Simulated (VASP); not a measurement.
Input of a VASP 6.6.1 run:

INCAR

```
SYSTEM = AlN
PREC = Accurate ; ENCUT = 520
EDIFF = 1E-6 ; ISMEAR = 0
SIGMA = 0.05 ; LREAL = .False.
LASPH = .True. ; NELM = 80
ALGO = Normal ; ISIF = 2
LWAVE = .False. ; LCHARG = .False.
GGA = PE ; NBANDS = 26
```

Contents of KPOINTS:

```
Automatic mesh
0
Gamma
  8 8 3
  0 0 0
```

POSCAR

```
AlN
1.0
   -3.1302395629      0.0000000000      0.0000000000
   -1.5651197814     -2.7108669814      0.0000000000
   -0.9390718689      0.0000000000     10.0359593112
Al N
4 4
Direct
    0.0619490257      0.3333333333      0.9046143587
    0.2119490257      0.3333333333      0.4046143587
    0.6202823591      0.6666666667      0.1546143587
    0.4702823591      0.6666666667      0.6546143587
    0.3047176409      0.3333333333      0.0953856413
    0.1547176409      0.3333333333      0.5953856413
    0.5630509743      0.6666666667      0.3453856413
    0.4130509743      0.6666666667      0.8453856413
```

Potentials or basis: VASP PAW PBE potentials, release 64 (Al, N).

Run with:

```bash
$ cat potpaw_PBE.64/Al/POTCAR potpaw_PBE.64/N/POTCAR > POTCAR
$ mpirun -np 1 vasp_std > vasp.out
```

Q: What does it give for the band gap on the k mesh?

A: 3.30 eV.

Q: Predict the pressure.

A: -1.2 GPa.

Q: What does it give for the largest force?

A: 1.368 eV/Å.

Forces in eV/Å, atoms in the order of the input:
```
Al  -1.179  0.334  0.097
Al   0.017  0.000 -0.078
Al   0.206 -0.323  0.774
Al  -0.049 -0.049 -0.108
N    1.221  0.434 -0.439
N    0.000 -0.017  0.038
N    0.039  0.040  0.066
N   -0.255 -0.418 -0.351
```

Caveat: the cell differs from its parent crystal (the part above a cut slid along it); the stress differs along the axes, from -6 to 3 GPa; forces of over 1 eV/Å act on the atoms, so gaps and moduli don't describe the material at rest. A k mesh can miss the band edges.
